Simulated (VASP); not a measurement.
# Si2W (I4/mmm) in VASP: single point with PBE

Aim: the single point of Si2W with PBE.

All numbers are computed with VASP 6.6.1; they aren't measurements. Logs are shortened: lines on timing, memory, paths and dates and some standing lists are left out, and cuts for length are marked.

### 1 The cell of the first run

It takes space group I4/mmm (No. 139, tetragonal). The conventional cell has a = 3.229 Å, b = 3.229 Å, c = 7.867 Å, α = 90.00°, β = 90.00°, γ = 90.00°. Si (site symmetry 4mm) has 9 Si at 2.60 to 3.23 Å and 5 W at 2.63 Å within 3.4 Å. W (site symmetry 4/mmm) has 10 Si at 2.63 Å and 4 W at 3.23 Å within 3.5 Å.

### 2 Single point, PBE

INCAR

```
PREC = Accurate ; ENCUT = 520
EDIFF = 1E-6 ; ISMEAR = 0
SIGMA = 0.1 ; LREAL = False
LASPH = True ; NELM = 60
ALGO = Normal ; ISIF = 2
LWAVE = False ; LCHARG = True
GGA = PE ; LELF = True
LVHAR = True ; NBANDS = 18
```

KPOINTS

```
Automatic mesh
0
Gamma
  18 18 18
```

POSCAR

```
Si2W
1.0
   -1.6146459818      1.6146459818      3.9336145547
    1.6146459818     -1.6146459818      3.9336145547
    1.6146459818      1.6146459818     -3.9336145547
Si W
2 1
Direct
    0.3345726946      0.3345726946      0.0000000000
    0.6654273054      0.6654273054      0.0000000000
    0.0000000000      0.0000000000      0.0000000000
```

Potentials or basis: VASP PAW PBE potentials, release 64 (Si, W_sv).

Started as:

```console
> cat potpaw_PBE.64/Si/POTCAR potpaw_PBE.64/W_sv/POTCAR > POTCAR
> mpirun -np 1 vasp_std > vasp.out
```

OUTCAR:

```text
PREC = Accurate
   ENCUT = 520
   EDIFF = 1E-6
   ISMEAR = 0
   LREAL = False
   LASPH = True
   NELM = 60
   ISIF = 2
   GGA = PE

 ion  position               nearest neighbor table
   1  0.335  0.335  0.000-   2 2.60   3 2.63   3 2.63   3 2.63   3 2.63   3 2.63   2 2.64   2 2.64
                             2 2.64   2 2.64
   2  0.665  0.665  0.000-   1 2.60   3 2.63   3 2.63   3 2.63   3 2.63   3 2.63   1 2.64   1 2.64
                             1 2.64   1 2.64
   3  0.000  0.000  0.000-   2 2.63   2 2.63   2 2.63   1 2.63   1 2.63   1 2.63   2 2.63   1 2.63
                             1 2.63   2 2.63

  LATTYP: Found a body centered tetragonal cell.
 ALAT       =     3.2292919636
 C/A-ratio  =     2.4362086792

  Lattice vectors:

 A1 = (  -1.6146459818,   1.6146459818,   3.9336145547)
 A2 = (   1.6146459818,  -1.6146459818,   3.9336145547)
 A3 = (   1.6146459818,   1.6146459818,  -3.9336145547)

Analysis of symmetry for initial positions (statically):
=====================================================================
 Subroutine PRICEL returns:
 Original cell was already a primitive cell.

 Routine SETGRP: Setting up the symmetry group for a
 body centered tetragonal supercell.

 Subroutine GETGRP returns: Found 16 space group operations
 (whereof 16 operations were pure point group operations)
 out of a pool of 16 trial point group operations.

The static configuration has the point symmetry D_4h.

Analysis of symmetry for dynamics (positions and initial velocities):
=====================================================================
 Subroutine PRICEL returns:
 Original cell was already a primitive cell.

 Routine SETGRP: Setting up the symmetry group for a
 body centered tetragonal supercell.

 Subroutine GETGRP returns: Found 16 space group operations
 (whereof 16 operations were pure point group operations)
 out of a pool of 16 trial point group operations.

The dynamic configuration has the point symmetry D_4h.

 Subroutine INISYM returns: Found 16 space group operations
 (whereof 16 operations are pure point group operations),
 and found     1 'primitive' translations

----------------------------------------------------------------------------------------

                                     Primitive cell

  volume of cell :      41.0210

  direct lattice vectors                    reciprocal lattice vectors
    -1.614645982  1.614645982  3.933614555     0.000000000  0.309665404  0.127109556
     1.614645982 -1.614645982  3.933614555     0.309665404  0.000000000  0.127109556
     1.614645982  1.614645982 -3.933614555     0.309665404  0.309665404  0.000000000

  length of vectors
     4.548349894  4.548349894  4.548349894     0.334737960  0.334737960  0.437933014

  position of ions in fractional coordinates (direct lattice)
     0.334572695  0.334572695  0.000000000
     0.665427305  0.665427305  0.000000000
     0.000000000  0.000000000  0.000000000

  ion indices of the primitive-cell ions
   primitive index   ion index
                 1           1
                 2           2
                 3           3

----------------------------------------------------------------------------------------

 KPOINTS: Automatic mesh

Automatic generation of k-mesh.
 Grid dimensions read from file:
 generate k-points for:   18   18   18

 Generating k-lattice:

  Cartesian coordinates                     Fractional coordinates (reciprocal lattice)
     0.000000000  0.017203634  0.007061642     0.055555556  0.000000000 -0.000000000
     0.017203634  0.000000000  0.007061642     0.000000000  0.055555556 -0.000000000
     0.017203634  0.017203634  0.000000000     0.000000000  0.000000000  0.055555556

  Length of vectors
     0.018596553  0.018596553  0.024329612

  Shift w.r.t. Gamma in fractional coordinates (k-lattice)
     0.000000000  0.000000000  0.000000000

 Subroutine IBZKPT returns following result:
 ===========================================

 Found    480 irreducible k-points:

 Following reciprocal coordinates:
            Coordinates               Weight
  0.000000  0.000000  0.000000      1.000000
  0.055556  0.000000  0.000000      8.000000
  0.111111  0.000000  0.000000      8.000000
  0.166667  0.000000  0.000000      8.000000
  0.222222  0.000000 -0.000000      8.000000
  0.277778  0.000000  0.000000      8.000000
[... 16 lines left out ...]
 -0.277778  0.055556 -0.000000     16.000000
 -0.222222  0.055556  0.000000     16.000000
 [... further k-points ...]
   k-points           NKPTS =    480   k-points in BZ     NKDIM =    480   number of bands    NBANDS=     18
   number of dos      NEDOS =    301   number of ions     NIONS =      3
   total plane-waves  NPLWV =  46656
   dimension x,y,z NGX =    36 NGY =   36 NGZ =   36
   dimension x,y,z NGXF=    72 NGYF=   72 NGZF=   72
   ions per type =               2   1
   NGX,Y,Z   is equivalent  to a cutoff of  13.16, 13.16, 13.16 a.u.
   NGXF,Y,Z  is equivalent  to a cutoff of  26.32, 26.32, 26.32 a.u.
 SYSTEM =  unknown system
   PREC   = accura    normal or accurate (medium, high low for compatibility)
   ISTART =      0    job   : 0-new  1-cont  2-samecut
   ICHARG =      2    charge: 1-file 2-atom 10-const
   ISPIN  =      1    spin polarized calculation?
   LNONCOLLINEAR =      F non collinear calculations
   LSORBIT =      F    spin-orbit coupling
   LASPH  =      T    aspherical Exc in radial PAW
   ENCUT  =  520.0 eV  38.22 Ry    6.18 a.u.   8.46  8.46  8.46*2*pi/ulx,y,z
   NELM   =     60;   NELMIN=  2; NELMDL= -5     # of ELM steps
   EDIFF  = 0.1E-05   stopping-criterion for ELM
   LREAL  =      F    real-space projection
   EDIFFG = 0.1E-04   stopping-criterion for IOM
   NSW    =      0    number of steps for IOM
   IBRION =     -1    ionic relax: 0-MD 1-quasi-New 2-CG
   NFREE  =      0    steps in history (QN), initial steepest desc. (CG)
   ISIF   =      2    stress and relaxation
   ISYM   =      2    0-nonsym 1-usesym 2-fastsym
   POTIM  = 0.5000    time-step for ionic-motion
   TEBEG  =    0.0;   TEEND  =   0.0 temperature during run
   PSTRESS=    0.0 pullay stress
   NELECT =      22.0000    total number of electrons
   NUPDOWN=      -1.0000    fix difference up-down
   EMIN   =  10.00;   EMAX   =-10.00  energy-range for DOS
   EFERMI =   0.00;   METHOD = LEGACY
   ISMEAR =     0;   SIGMA  =   0.10  broadening in eV -4-tet -1-fermi 0-gaus
   EFERMI_NEDOS =   21; number of points for ismear=-14 and -15
   IALGO  =     38    algorithm
   IMIX   =      4    mixing-type and parameters
     AMIX     =   0.40;   BMIX     =  1.00
     AMIX_MAG =   1.60;   BMIX_MAG =  1.00
  volume/ion in A,a.u.               =      13.67        92.27
  Fermi-wavevector in a.u.,A,eV,Ry     =   1.330088  2.513501 24.070517  1.769133
  Thomas-Fermi vector in A             =   2.459201
   LORBIT       =      0    0 simple, 1 ext, 2 COOP (PROOUT), +10 PAW based schemes
   GGA     = PE    functional components
   LHFCALC =     F    Hartree Fock is set to
   AEXX    =    0.0000 exact exchange contribution
   IVDW    =     0    specifies the selected vdW correction
   LEPSILON=     F    determine dielectric tensor
   LRPA    =     F    only Hartree local field effects (RPA)
 non-spin polarized calculation
 Gauss-broadening in eV      SIGMA  =   0.10
  energy-cutoff  :      520.00
  volume of cell :       41.02
 maximum number of plane-waves:      1134
 NGX is ok and might be reduce to    36
   NGX = 17   NGY = 17   NGZ = 17

 number of electron      22.0000000 magnetization

 Free energy of the ion-electron system (eV)
  ---------------------------------------------------
  ext. energy  EPLUGINS =         0.00000000
  ---------------------------------------------------
  free energy    TOTEN  =       -24.81573748 eV

  energy without entropy =      -24.81483160  energy(sigma->0) =      -24.81528454

 E-fermi :  11.7559     XC(G=0): -12.4601

 val. band max:       11.7360998769   @ k =  -0.3889   0.5000   0.3333
 cond. band min:      11.7931834462   @ k =  -0.3889  -0.4444   0.3889
 fundamental gap:      0.0570835692
 Fermi energy:        11.7558711689

 k-point     1 :       0.0000    0.0000    0.0000
  band No.  band energies     occupation
      1     -62.1291      2.00000
      2     -26.3760      2.00000
      3     -26.3626      2.00000
      4     -26.3626      2.00000
      5      -2.2041      2.00000
      6       4.9971      2.00000
[... 10 lines left out ...]
     17      17.3522      0.00000
     18      17.3522      0.00000

 k-point     2 :       0.0556    0.0000    0.0000
  band No.  band energies     occupation
      1     -62.1289      2.00000
      2     -26.3756      2.00000
      3     -26.3689      2.00000
      4     -26.3620      2.00000
      5      -2.1458      2.00000
      6       5.0003      2.00000
[... 10 lines left out ...]
     17      17.3561      0.00000
     18      17.5788      0.00000

 k-point     3 :       0.1111    0.0000    0.0000
  band No.  band energies     occupation
      1     -62.1283      2.00000
      2     -26.3869      2.00000
      3     -26.3742      2.00000
      4     -26.3604      2.00000
      5      -1.9722      2.00000
      6       5.0003      2.00000
[... 10 lines left out ...]
     17      17.4110      0.00000
     18      18.1337      0.00000

 k-point     4 :       0.1667    0.0000    0.0000
  band No.  band energies     occupation
      1     -62.1274      2.00000
      2     -26.4144      2.00000
      3     -26.3721      2.00000
      4     -26.3579      2.00000
      5      -1.6871      2.00000
      6       4.9629      2.00000
[... 375 lines left out ...]
      4     -26.3545      2.00000
      5      -0.2738      2.00000
      6       4.1156      2.00000
[... 10 lines left out ...]
     17      18.9641      0.00000
     18      19.8956      0.00000

 k-point    23 :      -0.2778    0.0556   -0.0000
  band No.  band energies     occupation
      1     -62.1248      2.00000
      2     -26.4826      2.00000
      3     -26.3657      2.00000
      4     -26.3576      2.00000
      5      -0.8350      2.00000
      6       4.7000      2.00000
[... 10 lines left out ...]
     17      18.6460      0.00000
     18      19.7605      0.00000

 k-point    24 :      -0.2222    0.0556    0.0000
  band No.  band energies     occupation
      1     -62.1260      2.00000
      2     -26.4472      2.00000
      3     -26.3684      2.00000
      4     -26.3609      2.00000
      5      -1.3076      2.00000
      6       5.0910      2.00000
[... 10 lines left out ...]
     17      17.9566      0.00000
     18      19.8864      0.00000

 [... further k-points ...]

------------------------ aborting loop because EDIFF is reached ----------------------------------------

  FORCE on cell =-STRESS in cart. coord.  units (eV):
  Direction    XX          YY          ZZ          XY          YZ          ZX
  --------------------------------------------------------------------------------------
  -------------------------------------------------------------------------------------
  Total        0.0129640      0.0129640     -0.0019870      0.0000000      0.0000000      0.0000000
  in kB        0.5063398      0.5063398     -0.0776062      0.0000000      0.0000000      0.0000000
  external PRESSURE =       0.3116911 kB  Pullay stress =       0.0000000 kB

 VOLUME and BASIS-vectors are now :
 -----------------------------------------------------------------------------
  energy-cutoff  :      520.00
  volume of cell :       41.02
      direct lattice vectors                 reciprocal lattice vectors
    -1.614645982  1.614645982  3.933614555     0.000000000  0.309665404  0.127109556
     1.614645982 -1.614645982  3.933614555     0.309665404  0.000000000  0.127109556
     1.614645982  1.614645982 -3.933614555     0.309665404  0.309665404  0.000000000

 POSITION                                       TOTAL-FORCE (eV/Angst)
 -----------------------------------------------------------------------------------
      0.00000      0.00000      2.63216         0.000000      0.000000     -0.003249
      0.00000      0.00000      5.23507        -0.000000     -0.000000      0.003249
      0.00000      0.00000      0.00000        -0.000000     -0.000000      0.000000
 -----------------------------------------------------------------------------------
    total drift:                                0.000000     -0.000000     -0.000000

  FREE ENERGIE OF THE ION-ELECTRON SYSTEM (eV)
  ---------------------------------------------------
  free  energy   TOTEN  =       -24.8157374756 eV

  energy  without entropy=      -24.8148316005  energy(sigma->0) =      -24.81528454
```

It took 10 min on 1 thread of Intel Xeon 8259CL, shared host; peak memory 0.47 GiB.

What came out:

```
Free energy            : -24.8157 eV
Pressure               : 0.0 GPa
Largest force          : 0.003 eV/Å
Band gap on the k mesh : zero (band 11 reaches 12.49 eV, above the bottom of band 12 at 11.24 eV)
```

Forces in eV/Å, atoms in the order of the input:
```
Si   0.000  0.000 -0.003
Si   0.000  0.000  0.003
W    0.000  0.000  0.000
```

Caveat: spin-orbit coupling is left out, which moves the levels of the heavy elements.
